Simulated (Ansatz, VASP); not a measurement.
# Mg: VASP beside Ansatz

File INCAR:

```
SYSTEM = Mg
PREC = Accurate ; ENCUT = 520
EDIFF = 1E-6 ; ISMEAR = -1
SIGMA = 0.03 ; LREAL = .False.
LASPH = .True. ; NELM = 100
ALGO = Normal ; ISIF = 2
LWAVE = .False. ; LCHARG = .False.
GGA = PE ; NBANDS = 7
```

The input KPOINTS:

```
Automatic mesh
0
Gamma
  16 16 16
  0 0 0
```

Contents of POSCAR:

```
Mg
1.0
    0.0000000000      2.2218134400      2.2442560000
    2.2218134400      0.0000000000      2.2442560000
    2.2218134400      2.2218134400      0.0000000000
Mg
1
Direct
    0.0000000000      0.0000000000      0.0000000000
```

Input for Ansatz:

```yaml
crystal:
  lattice:
    - [0.0, 2.22181344, 2.244256]
    - [2.22181344, 0.0, 2.244256]
    - [2.22181344, 2.22181344, 0.0]
  atoms:
    - { symbol: Mg, position: [0.0, 0.0, 0.0] }
kpoints:
  mp_grid: { grid: [16, 16, 16] }
  band_path:
    path:
      - [0.0, 0.0, 0.0]
      - [0.0, 0.5, 0.5]
      - [0.25, 0.75, 0.5]
      - [0.0, 0.5, 0.0]
      - [0.0, 0.0, 0.0]
      - [0.5, 0.5, 0.0]
      - [0.3725125, 0.6274875, 0.0]
      - [-0.3725125, 0.3725125, 0.0]
      - [0.0, 0.0, 0.0]
    npoints: 5
scf:
  occupations: { method: fermi_dirac, width: 0.03 }
hamiltonian:
  xc: pbe
  pseudopotentials: { kind: all_electron, lapw: { basis_error: 0.001 } }
output:
  forces: true
  stress: true
  eigenvalues: true
```

Change from the starting cell: equal xx and yy strain of -1 %.

Alike in both runs: task single point; functional PBE; k mesh 16 × 16 × 16; occupations fermi-dirac, width 0.03 eV; no spin polarisation.

|  | VASP | Ansatz |
| --- | --- | --- |
| version | VASP 6.6.1 | Ansatz 0.2.0 |
| potentials or method | VASP PAW PBE potentials, release 64 (Mg), cutoff 520 eV | all-electron LAPW, scalar-relativistic |

```tsv
	VASP	Ansatz	Ansatz less VASP
pressure (GPa)	1.5	1.6	+0.10
traceless stress, the component that is largest in VASP (GPa)	0.14	0.14	+0.001
```

Ansatz ran all-electron here, and VASP with PAW potentials.
